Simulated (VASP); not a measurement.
SiC:

```
CELL_PARAMETERS angstrom
3.13602 0.00000 0.00000
-1.56801 2.71587 0.00000
0.00000 0.00000 10.26816
ATOMIC_POSITIONS crystal
Si 0.00000 0.00000 0.18789
Si 0.00000 0.00000 0.68789
Si 0.33333 0.66667 0.43784
Si 0.66667 0.33333 0.93784
C 0.00000 0.00000 0.00046
C 0.00000 0.00000 0.50046
C 0.33333 0.66667 0.24980
C 0.66667 0.33333 0.74980
```

Base run:

```yaml
Program: VASP 6.6.1
Functional: BLYP
Dispersion: D3(BJ)
Potentials_or_basis: VASP PAW PBE potentials, release 64 (Si, C)
Cutoff: 520 eV
k_mesh: 10 × 10 × 3
Occupations: fermi-dirac, width 0.05 eV
Spin: no spin polarisation
```

Its results: band gap on the k mesh 2.51 eV (least direct gap 3.61 eV); pressure -11.9 GPa; largest force 0.027 eV/Å.

**Question.** The run is repeated on the same cell with these changes: functional from BLYP to r2SCAN; dispersion from D3(BJ) to none. What comes out?

**Answer.** Band gap on the k mesh 2.58 eV (least direct gap 3.74 eV); pressure -11.6 GPa; largest force 0.017 eV/Å.

Several settings changed at once.

Caveats: the cell stands under tension; the PAW data sets were made with another functional, which shifts forces and pressure a little; an odd mesh through Γ misses points on the zone boundary, where band edges can lie.
